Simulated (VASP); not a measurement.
# Ba3SbP (P1) in VASP: a series of runs

Ba3SbP is run at these levels: PBEsol; tasks: single point.

Everything below comes from runs of VASP 6.6.1. Logs are shortened: lines on timing, memory, paths and dates and some standing lists are left out, and cuts for length are marked.

### Step 1. The cell of the first run

The typed cell holds 5 atoms: a = 6.132 Å, b = 6.046 Å, c = 6.010 Å, α = 88.69°, β = 90.41°, γ = 91.06°.

### Step 2. Single point, PBEsol

Contents of INCAR:

```
  PREC = Accurate
  ENCUT = 520
  EDIFF = 1E-7
  ISMEAR = 0
  SIGMA = 0.01
  LREAL = False
  LASPH = True
  NELM = 100
  ALGO = Normal
  ISIF = 2
  LWAVE = False
  LCHARG = False
  GGA = PS
  NBANDS = 28
```

Contents of KPOINTS:

```
regular mesh
0
Gamma
  2 2 2
```

Contents of POSCAR:

```
Ba3SbP
1.0
    6.1312500000     -0.0563700000     -0.0213600000
   -0.0563700000      6.0451400000      0.0685800000
   -0.0213600000      0.0685800000      6.0096700000
Ba Sb P
3 1 1
Direct
    0.9956960586      0.5032418305      0.4936924690
    0.5029600000      0.9957200000      0.5031200000
    0.4998000000      0.4980700000      0.0023200000
    0.0021300000      0.9998100000      0.9956200000
    0.4995700000      0.5018200000      0.4924200000
```

Potentials or basis: VASP PAW PBE potentials, release 64 (Ba_sv, Sb, P).

The run is started by

```sh
$ cat potpaw_PBE.64/Ba_sv/POTCAR potpaw_PBE.64/Sb/POTCAR potpaw_PBE.64/P/POTCAR > POTCAR
$ mpirun -np 1 vasp_std > vasp.out
```

OUTCAR:

```text
PREC = Accurate
   ENCUT = 520
   EDIFF = 1E-7
   ISMEAR = 0
   LREAL = False
   LASPH = True
   NELM = 100
   ISIF = 2
   GGA = PS

 ion  position               nearest neighbor table
   1  0.996  0.503  0.494-   5 3.04   5 3.09   4 4.19   3 4.22   4 4.24   2 4.27   2 4.27   2 4.28
                             3 4.29   3 4.33   3 4.33   2 4.41
   2  0.503  0.996  0.503-   5 2.99   5 3.06   3 4.20   3 4.23   4 4.24   1 4.27   1 4.27   1 4.28
                             3 4.30   3 4.32   1 4.41
   3  0.500  0.498  0.002-   5 2.95   5 3.06   2 4.20   1 4.22   2 4.23   4 4.25   1 4.29   2 4.30
                             2 4.32   1 4.33   1 4.33
   4  0.002  1.000  0.996-   1 4.19   1 4.24   2 4.24   3 4.25
   5  0.500  0.502  0.492-   3 2.95   2 2.99   1 3.04   2 3.06   3 3.06   1 3.09

  LATTYP: Found a triclinic cell.
 ALAT       =     6.0457917937
 B/A-ratio  =     1.3938887520
 C/A-ratio  =     1.7349524928
 COS(alpha) =     0.0000639566
 COS(beta)  =     0.5785935101
 COS(gamma) =     0.7011672911

  Lattice vectors:

 A1 = (   0.0563700000,  -6.0451400000,  -0.0685800000)
 A2 = (   0.0350100000,  -5.9765600000,   5.9410900000)
 A3 = (  -6.0535200000,  -6.0573500000,  -6.0568900000)

Analysis of symmetry for initial positions (statically):
=====================================================================
 Subroutine PRICEL returns:
 Original cell was already a primitive cell.

 Routine SETGRP: Setting up the symmetry group for a
 triclinic supercell.

 Subroutine GETGRP returns: Found  1 space group operations
 (whereof  1 operations were pure point group operations)
 out of a pool of  2 trial point group operations.

The static configuration has the point symmetry C_1 .

Analysis of symmetry for dynamics (positions and initial velocities):
=====================================================================
 Subroutine PRICEL returns:
 Original cell was already a primitive cell.

 Routine SETGRP: Setting up the symmetry group for a
 triclinic supercell.

 Subroutine GETGRP returns: Found  1 space group operations
 (whereof  1 operations were pure point group operations)
 out of a pool of  2 trial point group operations.

The dynamic configuration has the point symmetry C_1 .

 Subroutine INISYM returns: Found  1 space group operations
 (whereof  1 operations are pure point group operations),
 and found     1 'primitive' translations

----------------------------------------------------------------------------------------

                                     Primitive cell

  volume of cell :     222.6935

  direct lattice vectors                    reciprocal lattice vectors
     6.131250000 -0.056370000 -0.021360000     0.163114764  0.001514639  0.000562470
    -0.056370000  6.045140000  0.068580000     0.001514639  0.165457624 -0.001882754
    -0.021360000  0.068580000  6.009670000     0.000562470 -0.001882754  0.166421972

  length of vectors
     6.131546329  6.045791794  6.010099248     0.163122765  0.165475267  0.166433572

  position of ions in fractional coordinates (direct lattice)
     0.995696059  0.503241831  0.493692469
     0.502960000  0.995720000  0.503120000
     0.499800000  0.498070000  0.002320000
     0.002130000  0.999810000  0.995620000
     0.499570000  0.501820000  0.492420000

  ion indices of the primitive-cell ions
   primitive index   ion index
                 1           1
                 2           2
                 3           3
                 4           4
                 5           5

----------------------------------------------------------------------------------------

 KPOINTS: regular mesh

Automatic generation of k-mesh.
 Grid dimensions read from file:
 generate k-points for:    2    2    2

 Generating k-lattice:

  Cartesian coordinates                     Fractional coordinates (reciprocal lattice)
     0.081557382  0.000757320  0.000281235     0.500000000  0.000000000  0.000000000
     0.000757320  0.082728812 -0.000941377     0.000000000  0.500000000  0.000000000
     0.000281235 -0.000941377  0.083210986     0.000000000 -0.000000000  0.500000000

  Length of vectors
     0.081561383  0.082737634  0.083216786

  Shift w.r.t. Gamma in fractional coordinates (k-lattice)
     0.000000000  0.000000000  0.000000000

 Subroutine IBZKPT returns following result:
 ===========================================

 Found      8 irreducible k-points:

 Following reciprocal coordinates:
            Coordinates               Weight
  0.000000  0.000000  0.000000      1.000000
  0.500000 -0.000000 -0.000000      1.000000
 -0.000000  0.500000  0.000000      1.000000
  0.500000  0.500000 -0.000000      1.000000
 -0.000000 -0.000000  0.500000      1.000000
  0.500000 -0.000000  0.500000      1.000000
 -0.000000  0.500000  0.500000      1.000000
  0.500000  0.500000  0.500000      1.000000
   k-points           NKPTS =      8   k-points in BZ     NKDIM =      8   number of bands    NBANDS=     28
   number of dos      NEDOS =    301   number of ions     NIONS =      5
   total plane-waves  NPLWV = 110592
   dimension x,y,z NGX =    48 NGY =   48 NGZ =   48
   dimension x,y,z NGXF=    96 NGYF=   96 NGZF=   96
   ions per type =               3   1   1
   NGX,Y,Z   is equivalent  to a cutoff of  13.01, 13.20, 13.28 a.u.
   NGXF,Y,Z  is equivalent  to a cutoff of  26.03, 26.40, 26.55 a.u.
 SYSTEM =  unknown system
   PREC   = accura    normal or accurate (medium, high low for compatibility)
   ISTART =      0    job   : 0-new  1-cont  2-samecut
   ICHARG =      2    charge: 1-file 2-atom 10-const
   ISPIN  =      1    spin polarized calculation?
   LNONCOLLINEAR =      F non collinear calculations
   LSORBIT =      F    spin-orbit coupling
   LASPH  =      T    aspherical Exc in radial PAW
   ENCUT  =  520.0 eV  38.22 Ry    6.18 a.u.  11.40 11.24 11.17*2*pi/ulx,y,z
   NELM   =    100;   NELMIN=  2; NELMDL= -5     # of ELM steps
   EDIFF  = 0.1E-06   stopping-criterion for ELM
   LREAL  =      F    real-space projection
   EDIFFG = 0.1E-05   stopping-criterion for IOM
   NSW    =      0    number of steps for IOM
   IBRION =     -1    ionic relax: 0-MD 1-quasi-New 2-CG
   NFREE  =      0    steps in history (QN), initial steepest desc. (CG)
   ISIF   =      2    stress and relaxation
   ISYM   =      2    0-nonsym 1-usesym 2-fastsym
   POTIM  = 0.5000    time-step for ionic-motion
   TEBEG  =    0.0;   TEEND  =   0.0 temperature during run
   PSTRESS=    0.0 pullay stress
   NELECT =      40.0000    total number of electrons
   NUPDOWN=      -1.0000    fix difference up-down
   EMIN   =  10.00;   EMAX   =-10.00  energy-range for DOS
   EFERMI =   0.00;   METHOD = LEGACY
   ISMEAR =     0;   SIGMA  =   0.01  broadening in eV -4-tet -1-fermi 0-gaus
   EFERMI_NEDOS =   21; number of points for ismear=-14 and -15
   IALGO  =     38    algorithm
   IMIX   =      4    mixing-type and parameters
     AMIX     =   0.40;   BMIX     =  1.00
     AMIX_MAG =   1.60;   BMIX_MAG =  1.00
  volume/ion in A,a.u.               =      44.54       300.56
  Fermi-wavevector in a.u.,A,eV,Ry     =   0.923689  1.745519 11.608504  0.853201
  Thomas-Fermi vector in A             =   2.049353
   LORBIT       =      0    0 simple, 1 ext, 2 COOP (PROOUT), +10 PAW based schemes
   GGA     = PS    functional components
   LHFCALC =     F    Hartree Fock is set to
   AEXX    =    0.0000 exact exchange contribution
   IVDW    =     0    specifies the selected vdW correction
   LEPSILON=     F    determine dielectric tensor
   LRPA    =     F    only Hartree local field effects (RPA)
 non-spin polarized calculation
 Gauss-broadening in eV      SIGMA  =   0.01
  energy-cutoff  :      520.00
  volume of cell :      222.69
 maximum number of plane-waves:      6010
 NGX is ok and might be reduce to    48
   NGX = 23   NGY = 23   NGZ = 23

 number of electron      39.9999999 magnetization

 Free energy of the ion-electron system (eV)
  ---------------------------------------------------
  ext. energy  EPLUGINS =         0.00000000
  ---------------------------------------------------
  free energy    TOTEN  =       -20.09745065 eV

  energy without entropy =      -20.09745065  energy(sigma->0) =      -20.09745065

 E-fermi :   2.4536     XC(G=0):  -8.0810

 val. band max:        2.4060916340   @ k =   0.0000   0.0000   0.0000
 cond. band min:       2.5069950606   @ k =   0.0000   0.0000   0.0000
 fundamental gap:      0.1009034266
 Fermi energy:         2.4536362457

 k-point     1 :       0.0000    0.0000    0.0000
  band No.  band energies     occupation
      1     -25.9637      2.00000
      2     -25.8919      2.00000
      3     -25.8492      2.00000
      4     -11.4580      2.00000
      5     -11.4095      2.00000
      6     -11.3915      2.00000
[... 20 lines left out ...]
     27       5.3350      0.00000
     28       5.4896      0.00000

 k-point     2 :       0.5000   -0.0000   -0.0000
  band No.  band energies     occupation
      1     -25.9404      2.00000
      2     -25.9136      2.00000
      3     -25.8504      2.00000
      4     -11.3600      2.00000
      5     -11.3272      2.00000
      6     -11.2617      2.00000
[... 20 lines left out ...]
     27       4.7383      0.00000
     28       5.4999      0.00000

 k-point     3 :      -0.0000    0.5000    0.0000
  band No.  band energies     occupation
      1     -25.9483      2.00000
      2     -25.8972      2.00000
      3     -25.8587      2.00000
      4     -11.3449      2.00000
      5     -11.3151      2.00000
      6     -11.2917      2.00000
[... 20 lines left out ...]
     27       4.7345      0.00000
     28       5.5456      0.00000

 k-point     4 :       0.5000    0.5000   -0.0000
  band No.  band energies     occupation
      1     -25.9401      2.00000
      2     -25.8970      2.00000
      3     -25.8662      2.00000
      4     -11.6368      2.00000
      5     -11.3724      2.00000
      6     -11.1941      2.00000
[... 20 lines left out ...]
     27       5.3812      0.00000
     28       5.3845      0.00000

 k-point     5 :      -0.0000   -0.0000    0.5000
  band No.  band energies     occupation
      1     -25.9515      2.00000
      2     -25.8870      2.00000
      3     -25.8655      2.00000
      4     -11.3557      2.00000
      5     -11.3142      2.00000
      6     -11.2837      2.00000
[... 20 lines left out ...]
     27       4.7240      0.00000
     28       5.5621      0.00000

 k-point     6 :       0.5000   -0.0000    0.5000
  band No.  band energies     occupation
      1     -25.9401      2.00000
      2     -25.8977      2.00000
      3     -25.8655      2.00000
      4     -11.6406      2.00000
      5     -11.3695      2.00000
      6     -11.1924      2.00000
[... 20 lines left out ...]
     27       5.3677      0.00000
     28       5.3995      0.00000

 k-point     7 :      -0.0000    0.5000    0.5000
  band No.  band energies     occupation
      1     -25.9407      2.00000
      2     -25.8974      2.00000
      3     -25.8649      2.00000
      4     -11.6660      2.00000
      5     -11.3696      2.00000
      6     -11.2146      2.00000
[... 20 lines left out ...]
     27       5.3452      0.00000
     28       5.4350      0.00000

 k-point     8 :       0.5000    0.5000    0.5000
  band No.  band energies     occupation
      1     -25.9399      2.00000
      2     -25.8971      2.00000
      3     -25.8649      2.00000
      4     -11.9515      2.00000
      5     -11.3788      2.00000
      6     -11.3631      2.00000
[... 20 lines left out ...]
     27       4.7012      0.00000
     28       5.9726      0.00000

------------------------ aborting loop because EDIFF is reached ----------------------------------------

  FORCE on cell =-STRESS in cart. coord.  units (eV):
  Direction    XX          YY          ZZ          XY          YZ          ZX
  --------------------------------------------------------------------------------------
  -------------------------------------------------------------------------------------
  Total       -0.7591539      0.4817285      1.3789414      0.2678669     -0.2754398      0.1128864
  in kB       -5.4617636      3.4658153      9.9208504      1.9271797     -1.9816626      0.8121661
  external PRESSURE =       2.6416340 kB  Pullay stress =       0.0000000 kB

 VOLUME and BASIS-vectors are now :
 -----------------------------------------------------------------------------
  energy-cutoff  :      520.00
  volume of cell :      222.69
      direct lattice vectors                 reciprocal lattice vectors
     6.131250000 -0.056370000 -0.021360000     0.163114764  0.001514639  0.000562470
    -0.056370000  6.045140000  0.068580000     0.001514639  0.165457624 -0.001882754
    -0.021360000  0.068580000  6.009670000     0.000562470 -0.001882754  0.166421972

 POSITION                                       TOTAL-FORCE (eV/Angst)
 -----------------------------------------------------------------------------------
      6.06595      3.01990      2.98017         0.139255     -0.016306      0.093257
      3.01690      6.02542      3.08113        -0.023056      0.131159      0.276956
      3.03627      2.98289      0.03742        -0.075003     -0.124985     -0.172596
     -0.06457      6.11215      6.05187         0.009738      0.015853     -0.113248
      3.02418      3.03918      2.98303        -0.050934     -0.005721     -0.084369
 -----------------------------------------------------------------------------------
    total drift:                               -0.000031      0.000059      0.000093

  FREE ENERGIE OF THE ION-ELECTRON SYSTEM (eV)
  ---------------------------------------------------
  free  energy   TOTEN  =       -20.0974506514 eV

  energy  without entropy=      -20.0974506514  energy(sigma->0) =      -20.09745065
```

Wall time 83 s (1 thread of AMD EPYC 7R13, shared host); peak memory 0.31 GiB.

Results:

* Free energy: -20.0975 eV
* Pressure: 0.3 GPa
* Largest force: 0.307 eV/Å
* Band gap on the k mesh: 0.10 eV

Forces on the atoms (eV/Å):
```
Ba   0.139 -0.016  0.093
Ba  -0.023  0.131  0.277
Ba  -0.075 -0.125 -0.173
Sb   0.010  0.016 -0.113
P   -0.051 -0.006 -0.084
```

Caveat: the k points lie up to 0.52 Å⁻¹ apart; semilocal functionals underestimate gaps, and a narrow one can read as zero; the PAW data sets were made with another functional, which shifts forces and pressure a little; spin-orbit coupling is left out, which moves the levels of the heavy elements.

### Step 3. Single point, PBEsol

Contents of INCAR:

```
  PREC = Accurate
  ENCUT = 520
  EDIFF = 1E-6
  ISMEAR = 0
  SIGMA = 0.01
  LREAL = F
  LASPH = T
  NELM = 80
  ALGO = Normal
  ISIF = 2
  LWAVE = F
  LCHARG = F
  GGA = PS
  NBANDS = 28
```

Contents of KPOINTS:

```
Automatic mesh
0
Gamma
  2 2 2
```

POSCAR, as its differences from that of step 2:

```diff
@@ -8,3 +8,3 @@
 Direct
-    0.9956960586      0.5032418305      0.4936924690
+    0.9956839414      0.5019181695      0.4937075310
     0.5029600000      0.9957200000      0.5031200000
```

Potentials or basis: VASP PAW PBE potentials, release 64 (Ba_sv, Sb, P).

The run is started by

```sh
$ cat potpaw_PBE.64/Ba_sv/POTCAR potpaw_PBE.64/Sb/POTCAR potpaw_PBE.64/P/POTCAR > POTCAR
$ mpirun -np 1 vasp_std > vasp.out
```

Run time: 85 s. Hardware: 1 thread of AMD EPYC 7R13, shared host; peak memory 0.31 GiB.

It converged, with:

| Item | Value |
| --- | --- |
| Free energy | -20.0977 eV |
| Pressure | 0.3 GPa |
| Largest force | 0.300 eV/Å |
| Band gap on the k mesh | 0.10 eV |

Forces in eV/Å, atoms in the order of the input:
```
Ba   0.140 -0.036  0.092
Ba  -0.022  0.116  0.276
Ba  -0.074 -0.125 -0.173
Sb   0.009  0.029 -0.113
P   -0.052  0.016 -0.083
```

Stress tensor (GPa, compression positive):
```
-0.55  0.19  0.08
 0.19  0.35 -0.20
 0.08 -0.20  0.99
```

Levels at points of the mesh, in eV from the valence-band top:
```csv
k point,band 17,band 18,band 19,band 20,band 21,band 22,band 23,band 24
"(0.00, 0.00, 0.00)",-0.56,-0.11,-0.06,0.00,0.10,0.26,0.31,0.32
"(0.50, 0.00, 0.00)",-0.84,-0.80,-0.69,-0.62,0.61,1.24,1.29,1.87
"(0.00, 0.50, 0.00)",-0.88,-0.83,-0.81,-0.65,0.62,1.19,1.32,1.99
"(0.50, 0.50, 0.00)",-1.27,-1.20,-1.02,-0.96,1.67,1.70,1.83,1.93
"(0.00, 0.00, 0.50)",-0.89,-0.84,-0.83,-0.72,0.63,1.19,1.31,2.04
"(0.50, 0.00, 0.50)",-1.25,-1.21,-1.03,-1.02,1.67,1.68,1.85,1.95
"(0.00, 0.50, 0.50)",-1.26,-1.18,-1.15,-1.06,1.64,1.67,1.89,1.93
"(0.50, 0.50, 0.50)",-2.67,-0.88,-0.85,-0.83,1.29,1.47,1.52,1.63
```

Caveat: the k points lie up to 0.52 Å⁻¹ apart; semilocal functionals underestimate gaps, and a narrow one can read as zero; the PAW data sets were made with another functional, which shifts forces and pressure a little; spin-orbit coupling is left out, which moves the levels of the heavy elements.

### Step 4. Single point, PBEsol

Contents of INCAR:

```
PREC = Accurate
ENCUT = 520
EDIFF = 1E-6
ISMEAR = 0
SIGMA = 0.01
LREAL = F
LASPH = T
NELM = 80
ALGO = Normal
ISIF = 2
LWAVE = F
LCHARG = F
GGA = PS
NBANDS = 28
```

Contents of KPOINTS:

```
regular mesh
0
Gamma
  2 2 2
```

POSCAR, as its differences from that of step 3:

```diff
@@ -8,3 +8,3 @@
 Direct
-    0.9956839414      0.5019181695      0.4937075310
+    0.9957142342      0.5052273220      0.4936698759
     0.5029600000      0.9957200000      0.5031200000
```

The run is started by

```sh
$ cat potpaw_PBE.64/Ba_sv/POTCAR potpaw_PBE.64/Sb/POTCAR potpaw_PBE.64/P/POTCAR > POTCAR
$ mpirun -np 1 vasp_std > vasp.out
```

It took 76 s on 1 thread of AMD EPYC 7R13, shared host; peak memory 0.31 GiB.

It converged, with:

| Property | Result |
| --- | --- |
| Free energy | -20.0974 eV |
| Pressure | 0.3 GPa |
| Largest force | 0.319 eV/Å |
| Band gap on the k mesh | 0.10 eV |

Forces in eV/Å, atoms in the order of the input:
```
Ba   0.139  0.013  0.095
Ba  -0.024  0.155  0.278
Ba  -0.077 -0.125 -0.173
Sb   0.011 -0.004 -0.114
P   -0.049 -0.039 -0.087
```

Stress tensor (GPa, compression positive):
```
-0.55  0.19  0.08
 0.19  0.34 -0.19
 0.08 -0.19  0.99
```

Levels at points of the mesh, in eV from the valence-band top:
```
           k point  band 17  band 18  band 19  band 20  band 21  band 22  band 23  band 24
(0.00, 0.00, 0.00)    -0.56    -0.11    -0.06     0.00     0.10     0.26     0.31     0.32
(0.50, 0.00, 0.00)    -0.84    -0.81    -0.69    -0.62     0.61     1.24     1.29     1.87
(0.00, 0.50, 0.00)    -0.88    -0.83    -0.81    -0.65     0.62     1.19     1.32     2.00
(0.50, 0.50, 0.00)    -1.27    -1.20    -1.02    -0.96     1.67     1.70     1.83     1.93
(0.00, 0.00, 0.50)    -0.89    -0.85    -0.83    -0.72     0.63     1.19     1.31     2.04
(0.50, 0.00, 0.50)    -1.25    -1.21    -1.03    -1.02     1.66     1.68     1.84     1.95
(0.00, 0.50, 0.50)    -1.26    -1.18    -1.15    -1.06     1.64     1.67     1.89     1.93
(0.50, 0.50, 0.50)    -2.67    -0.88    -0.85    -0.83     1.29     1.47     1.52     1.63
```

Caveat: the k points lie up to 0.52 Å⁻¹ apart; semilocal functionals underestimate gaps, and a narrow one can read as zero; the PAW data sets were made with another functional, which shifts forces and pressure a little; spin-orbit coupling is left out, which moves the levels of the heavy elements.

### Step 5. Overview

```tsv
cell	gap on the mesh (eV)	pressure (GPa)	largest force (eV/Å)
as given, atomic positions A	0.10	0.3	0.31
as given, atomic positions B	0.10	0.3	0.30
as given, atomic positions C	0.10	0.3	0.32
```

Alike in all rows: task single point; level PBEsol; potentials or basis VASP PAW PBE potentials, release 64 (Ba_sv, Sb, P); no spin polarisation; k mesh 2 × 2 × 2; cutoff (eV) 520; smearing gaussian 0.01 eV.

Caveats: all runs use coarse meshes; semilocal functionals underestimate gaps, and a narrow one can read as zero; the PAW data sets were made with another functional, which shifts forces and pressure a little; spin-orbit coupling is left out, which moves the levels of the heavy elements.

Absolute energies hang on the potentials; compare differences alone.
